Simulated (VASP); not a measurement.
# Rh (P6_3/mmc) in VASP: a series of runs

Rh is run at these levels: PBEsol; tasks: single point.

Everything below comes from runs of VASP 6.6.1. Logs are shortened: lines on timing, memory, paths and dates and some standing lists are left out, and cuts for length are marked.

## Step 1: The cell of the first run

The structure is hexagonal, space group P6_3/mmc (No. 194). The conventional cell has a = 2.719 Å, b = 2.719 Å, c = 4.744 Å, α = 90.00°, β = 90.00°, γ = 120.00°. Rh (site symmetry -6m2) has 12 Rh at 2.72 to 2.84 Å within 3.6 Å.

## Step 2: Single point, PBEsol (volume 15.180 Å^3 an atom, c/a of the conventional cell 1.7449)

File INCAR:

```
SYSTEM = Rh
  ALGO = Fast
  EDIFF = 1E-7
  ENCUT = 520
  GGA = PS
  ISIF = 2
  ISMEAR = 0
  LASPH = .True.
  LCHARG = .False.
  LREAL = .False.
  LWAVE = .False.
  NBANDS = 22
  NELM = 100
  PREC = Accurate
  SIGMA = 0.15
```

File KPOINTS:

```
k-points
0
Gamma
  21 21 12
  0 0 0
```

File POSCAR:

```
Rh
1.0
    2.7185262504      0.0000000000      0.0000000000
   -1.3592631252      2.3543127937      0.0000000000
    0.0000000000      0.0000000000      4.7435564544
Rh
2
Direct
    0.6666666667      0.3333333333      0.7500000000
    0.3333333333      0.6666666667      0.2500000000
```

Potentials or basis: VASP PAW PBE potentials, release 64 (Rh_pv).

The run is started by

```sh
cat potpaw_PBE.64/Rh_pv/POTCAR > POTCAR
mpirun -np 1 vasp_std > vasp.out
```

OUTCAR:

```text
SYSTEM = Rh
   EDIFF = 1E-7
   ENCUT = 520
   GGA = PS
   ISIF = 2
   ISMEAR = 0
   LASPH = .True.
   LREAL = .False.
   NELM = 100
   PREC = Accurate

 ion  position               nearest neighbor table
   1  0.667  0.333  0.750-   2 2.84   2 2.84   2 2.84   2 2.84   2 2.84   2 2.84
   2  0.333  0.667  0.250-   1 2.84   1 2.84   1 2.84   1 2.84   1 2.84   1 2.84

  LATTYP: Found a hexagonal cell.
 ALAT       =     2.7185262504
 C/A-ratio  =     1.7449000000

  Lattice vectors:

 A1 = (   2.7185262504,   0.0000000000,   0.0000000000)
 A2 = (  -1.3592631252,   2.3543127937,   0.0000000000)
 A3 = (   0.0000000000,   0.0000000000,   4.7435564544)

Analysis of symmetry for initial positions (statically):
=====================================================================
 Subroutine PRICEL returns:
 Original cell was already a primitive cell.

 Routine SETGRP: Setting up the symmetry group for a
 hexagonal supercell.

 Subroutine GETGRP returns: Found 24 space group operations
 (whereof 12 operations were pure point group operations)
 out of a pool of 24 trial point group operations.

The static configuration has the point symmetry D_3d.
 The point group associated with its full space group is D_6h.

Analysis of symmetry for dynamics (positions and initial velocities):
=====================================================================
 Subroutine PRICEL returns:
 Original cell was already a primitive cell.

 Routine SETGRP: Setting up the symmetry group for a
 hexagonal supercell.

 Subroutine GETGRP returns: Found 24 space group operations
 (whereof 12 operations were pure point group operations)
 out of a pool of 24 trial point group operations.

The dynamic configuration has the point symmetry D_3d.
 The point group associated with its full space group is D_6h.

 Subroutine INISYM returns: Found 24 space group operations
 (whereof 12 operations are pure point group operations),
 and found     1 'primitive' translations

----------------------------------------------------------------------------------------

                                     Primitive cell

  volume of cell :      30.3600

  direct lattice vectors                    reciprocal lattice vectors
     2.718526250  0.000000000  0.000000000     0.367846365  0.212376198  0.000000000
    -1.359263125  2.354312794  0.000000000     0.000000000  0.424752396  0.000000000
     0.000000000  0.000000000  4.743556454     0.000000000  0.000000000  0.210812290

  length of vectors
     2.718526250  2.718526250  4.743556454     0.424752396  0.424752396  0.210812290

  position of ions in fractional coordinates (direct lattice)
     0.666666667  0.333333333  0.750000000
     0.333333333  0.666666667  0.250000000

  ion indices of the primitive-cell ions
   primitive index   ion index
                 1           1
                 2           2

----------------------------------------------------------------------------------------

 KPOINTS: k-points

Automatic generation of k-mesh.
 Grid dimensions read from file:
 generate k-points for:   21   21   12

 Generating k-lattice:

  Cartesian coordinates                     Fractional coordinates (reciprocal lattice)
     0.017516494  0.010113152  0.000000000     0.047619048 -0.000000000  0.000000000
     0.000000000  0.020226305  0.000000000     0.000000000  0.047619048  0.000000000
     0.000000000  0.000000000  0.017567691     0.000000000  0.000000000  0.083333333

  Length of vectors
     0.020226305  0.020226305  0.017567691

  Shift w.r.t. Gamma in fractional coordinates (k-lattice)
     0.000000000  0.000000000  0.000000000

 Subroutine IBZKPT returns following result:
 ===========================================

 Found    336 irreducible k-points:

 Following reciprocal coordinates:
            Coordinates               Weight
  0.000000  0.000000  0.000000      1.000000
  0.047619 -0.000000  0.000000      6.000000
  0.095238 -0.000000  0.000000      6.000000
  0.142857  0.000000  0.000000      6.000000
  0.190476 -0.000000  0.000000      6.000000
  0.238095  0.000000  0.000000      6.000000
[... 16 lines left out ...]
  0.142857  0.095238  0.000000     12.000000
  0.190476  0.095238  0.000000     12.000000
 [... further k-points ...]
   k-points           NKPTS =    336   k-points in BZ     NKDIM =    336   number of bands    NBANDS=     22
   number of dos      NEDOS =    301   number of ions     NIONS =      2
   total plane-waves  NPLWV =  14400
   dimension x,y,z NGX =    20 NGY =   20 NGZ =   36
   dimension x,y,z NGXF=    40 NGYF=   40 NGZF=   72
   ions per type =               2
   NGX,Y,Z   is equivalent  to a cutoff of  12.23, 12.23, 12.62 a.u.
   NGXF,Y,Z  is equivalent  to a cutoff of  24.46, 24.46, 25.23 a.u.
 SYSTEM =  Rh
   PREC   = accura    normal or accurate (medium, high low for compatibility)
   ISTART =      0    job   : 0-new  1-cont  2-samecut
   ICHARG =      2    charge: 1-file 2-atom 10-const
   ISPIN  =      1    spin polarized calculation?
   LNONCOLLINEAR =      F non collinear calculations
   LSORBIT =      F    spin-orbit coupling
   LASPH  =      T    aspherical Exc in radial PAW
   ENCUT  =  520.0 eV  38.22 Ry    6.18 a.u.   5.05  5.05  8.82*2*pi/ulx,y,z
   NELM   =    100;   NELMIN=  2; NELMDL= -5     # of ELM steps
   EDIFF  = 0.1E-06   stopping-criterion for ELM
   LREAL  =      F    real-space projection
   EDIFFG = 0.1E-05   stopping-criterion for IOM
   NSW    =      0    number of steps for IOM
   IBRION =     -1    ionic relax: 0-MD 1-quasi-New 2-CG
   NFREE  =      0    steps in history (QN), initial steepest desc. (CG)
   ISIF   =      2    stress and relaxation
   ISYM   =      2    0-nonsym 1-usesym 2-fastsym
   POTIM  = 0.5000    time-step for ionic-motion
   TEBEG  =    0.0;   TEEND  =   0.0 temperature during run
   PSTRESS=    0.0 pullay stress
   NELECT =      30.0000    total number of electrons
   NUPDOWN=      -1.0000    fix difference up-down
   EMIN   =  10.00;   EMAX   =-10.00  energy-range for DOS
   EFERMI =   0.00;   METHOD = LEGACY
   ISMEAR =     0;   SIGMA  =   0.15  broadening in eV -4-tet -1-fermi 0-gaus
   EFERMI_NEDOS =   21; number of points for ismear=-14 and -15
   IALGO  =     68    algorithm
   IMIX   =      4    mixing-type and parameters
     AMIX     =   0.40;   BMIX     =  1.00
     AMIX_MAG =   1.60;   BMIX_MAG =  1.00
  volume/ion in A,a.u.               =      15.18       102.44
  Fermi-wavevector in a.u.,A,eV,Ry     =   1.630602  3.081391 36.176030  2.658863
  Thomas-Fermi vector in A             =   2.722876
   LORBIT       =      0    0 simple, 1 ext, 2 COOP (PROOUT), +10 PAW based schemes
   GGA     = PS    functional components
   LHFCALC =     F    Hartree Fock is set to
   AEXX    =    0.0000 exact exchange contribution
   IVDW    =     0    specifies the selected vdW correction
   LEPSILON=     F    determine dielectric tensor
   LRPA    =     F    only Hartree local field effects (RPA)
 non-spin polarized calculation
 RMM-DIIS sequential band-by-band and
 Gauss-broadening in eV      SIGMA  =   0.15
  energy-cutoff  :      520.00
  volume of cell :       30.36
 maximum number of plane-waves:       835
   NGX = 11   NGY = 11   NGZ = 17

 number of electron      29.9999995 magnetization

 Free energy of the ion-electron system (eV)
  ---------------------------------------------------
  ext. energy  EPLUGINS =         0.00000000
  ---------------------------------------------------
  free energy    TOTEN  =       -15.86084632 eV

  energy without entropy =      -15.81882397  energy(sigma->0) =      -15.83983514

 E-fermi :  10.0471     XC(G=0): -13.5830

 val. band max:       10.0460348301   @ k =   0.1429   0.0476   0.3333
 cond. band min:      10.0478091021   @ k =   0.2381   0.1905   0.0833
 fundamental gap:      0.0017742720
 Fermi energy:        10.0470930389

 k-point     1 :       0.0000    0.0000    0.0000
  band No.  band energies     occupation
      1     -36.5484      2.00000
      2     -36.1674      2.00000
      3     -36.1674      2.00000
      4     -36.1183      2.00000
      5     -36.1183      2.00000
      6     -36.1181      2.00000
[... 14 lines left out ...]
     21      26.8674      0.00000
     22      28.4902      0.00000

 k-point     2 :       0.0476   -0.0000    0.0000
  band No.  band energies     occupation
      1     -36.5447      2.00000
      2     -36.1786      2.00000
      3     -36.1706      2.00000
      4     -36.1297      2.00000
      5     -36.1204      2.00000
      6     -36.1188      2.00000
[... 14 lines left out ...]
     21      26.9819      0.00000
     22      28.5603      0.00000

 k-point     3 :       0.0952   -0.0000    0.0000
  band No.  band energies     occupation
      1     -36.5340      2.00000
      2     -36.2111      2.00000
      3     -36.1799      2.00000
      4     -36.1627      2.00000
      5     -36.1268      2.00000
      6     -36.1209      2.00000
[... 14 lines left out ...]
     21      27.3070      0.00000
     22      28.6367      0.00000

 k-point     4 :       0.1429    0.0000    0.0000
  band No.  band energies     occupation
      1     -36.5168      2.00000
      2     -36.2621      2.00000
      3     -36.2142      2.00000
      4     -36.1943      2.00000
      5     -36.1370      2.00000
      6     -36.1246      2.00000
[... 14 lines left out ...]
     21      27.7689      0.00000
     22      28.5307      0.00000

 k-point     5 :       0.1905   -0.0000    0.0000
  band No.  band energies     occupation
      1     -36.4940      2.00000
      2     -36.3269      2.00000
      3     -36.2789      2.00000
      4     -36.2123      2.00000
      5     -36.1501      2.00000
      6     -36.1302      2.00000
[... 417 lines left out ...]
 k-point    22 :       0.0952    0.0952    0.0000
  band No.  band energies     occupation
      1     -36.5068      2.00000
      2     -36.2835      2.00000
      3     -36.2519      2.00000
      4     -36.1950      2.00000
      5     -36.1487      2.00000
      6     -36.1270      2.00000
[... 14 lines left out ...]
     21      27.4028      0.00000
     22      28.0566      0.00000

 k-point    23 :       0.1429    0.0952    0.0000
  band No.  band energies     occupation
      1     -36.4846      2.00000
      2     -36.3401      2.00000
      3     -36.3108      2.00000
      4     -36.2158      2.00000
      5     -36.1657      2.00000
      6     -36.1327      2.00000
[... 14 lines left out ...]
     21      26.3984      0.00000
     22      28.1984      0.00000

 k-point    24 :       0.1905    0.0952    0.0000
  band No.  band energies     occupation
      1     -36.4581      2.00000
      2     -36.4059      2.00000
      3     -36.3738      2.00000
      4     -36.2404      2.00000
      5     -36.1840      2.00000
      6     -36.1406      2.00000
[... 14 lines left out ...]
     21      25.6024      0.00000
     22      27.2779      0.00000

 [... further k-points ...]

------------------------ aborting loop because EDIFF is reached ----------------------------------------

  FORCE on cell =-STRESS in cart. coord.  units (eV):
  Direction    XX          YY          ZZ          XY          YZ          ZX
  --------------------------------------------------------------------------------------
  -------------------------------------------------------------------------------------
  Total       -3.5622813     -3.5622813     -6.2453550      0.0000000     -0.0000000      0.0000000
  in kB     -187.9909842   -187.9909842   -329.5838684      0.0000000     -0.0000000      0.0000000
  external PRESSURE =    -235.1886123 kB  Pullay stress =       0.0000000 kB

 VOLUME and BASIS-vectors are now :
 -----------------------------------------------------------------------------
  energy-cutoff  :      520.00
  volume of cell :       30.36
      direct lattice vectors                 reciprocal lattice vectors
     2.718526250  0.000000000  0.000000000     0.367846365  0.212376198  0.000000000
    -1.359263125  2.354312794  0.000000000     0.000000000  0.424752396  0.000000000
     0.000000000  0.000000000  4.743556454     0.000000000  0.000000000  0.210812290

 POSITION                                       TOTAL-FORCE (eV/Angst)
 -----------------------------------------------------------------------------------
      1.35926      0.78477      3.55767         0.000000      0.000000      0.000000
     -0.00000      1.56954      1.18589        -0.000000     -0.000000      0.000000
 -----------------------------------------------------------------------------------
    total drift:                               -0.000000      0.000000     -0.000000

  FREE ENERGIE OF THE ION-ELECTRON SYSTEM (eV)
  ---------------------------------------------------
  free  energy   TOTEN  =       -15.8608463222 eV

  energy  without entropy=      -15.8188239673  energy(sigma->0) =      -15.83983514
```

It took 3.4 min on 1 thread of Intel Xeon Platinum 8259CL at 2.50GHz (Skylake/Cascade Lake), shared host; peak memory 0.27 GiB.

What came out:

| Quantity | Value |
| --- | --- |
| Free energy | -15.8608 eV |
| Pressure | -23.5 GPa |
| Band gap on the k mesh | zero (band 15 reaches 10.84 eV, above the bottom of band 16 at 8.64 eV) |

Levels at points of the mesh, in eV from the Fermi level:
```
           k point  band 12  band 13  band 14  band 15  band 16  band 17  band 18  band 19
(0.00, 0.00, 0.00)    -2.23    -2.23    -1.13    -1.13     0.19     0.22     0.22     6.66
(0.00, 0.00, 0.50)    -2.56    -2.56    -2.56    -0.27    -0.27    -0.27    -0.27    12.94
```

Caveat: the cell differs from its parent crystal (volume 15.180 Å^3 an atom, c/a of the conventional cell 1.7449); the PAW data sets were made with another functional, which shifts forces and pressure a little.

## Step 3: Single point, PBEsol

This run uses another cell than the first one, of 13.55 Å³/atom, 0.893 times its volume.

File INCAR:

```
SYSTEM = Rh
ALGO = Normal
EDIFF = 1E-7
ENCUT = 520
GGA = PS
ISIF = 2
ISMEAR = 0
LASPH = .TRUE.
LCHARG = .FALSE.
LREAL = .FALSE.
LWAVE = .FALSE.
NBANDS = 22
NELM = 80
PREC = Accurate
SIGMA = 0.15
```

File KPOINTS:

```
k-points
0
G
  21 21 12
  0 0 0
```

File POSCAR:

```
Rh
1.0
    2.6888395124      0.0000000000      0.0000000000
   -1.3444197562      2.3286033244      0.0000000000
    0.0000000000      0.0000000000      4.3293548531
Rh
2
Direct
    0.6666666667      0.3333333333      0.7500000000
    0.3333333333      0.6666666667      0.2500000000
```

Potentials or basis: VASP PAW PBE potentials, release 64 (Rh_pv).

The run is started by

```sh
cat potpaw_PBE.64/Rh_pv/POTCAR > POTCAR
mpirun -np 1 vasp_std > vasp.out
```

It took 2.4 min on 1 thread of Intel Xeon Platinum 8259CL at 2.50GHz (Skylake/Cascade Lake), shared host; peak memory 0.26 GiB.

It converged, with:

- Free energy: -16.2136 eV
- Pressure: 0.0 GPa
- Band gap on the k mesh: zero (band 15 reaches 12.79 eV, above the bottom of band 16 at 10.31 eV)

Stress tensor (GPa, compression positive):
```
-0.23  0.00  0.00
 0.00 -0.23  0.00
 0.00  0.00  0.43
```

Levels at points of the mesh, in eV from the Fermi level:
```
           k point  band 13  band 14  band 15  band 16  band 17  band 18
(0.00, 0.00, 0.00)    -2.58    -2.00    -2.00     0.13     0.13     0.67
(0.00, 0.00, 0.50)    -3.25    -3.25    -0.45    -0.45    -0.45    -0.45
```

Caveat: the PAW data sets were made with another functional, which shifts forces and pressure a little.
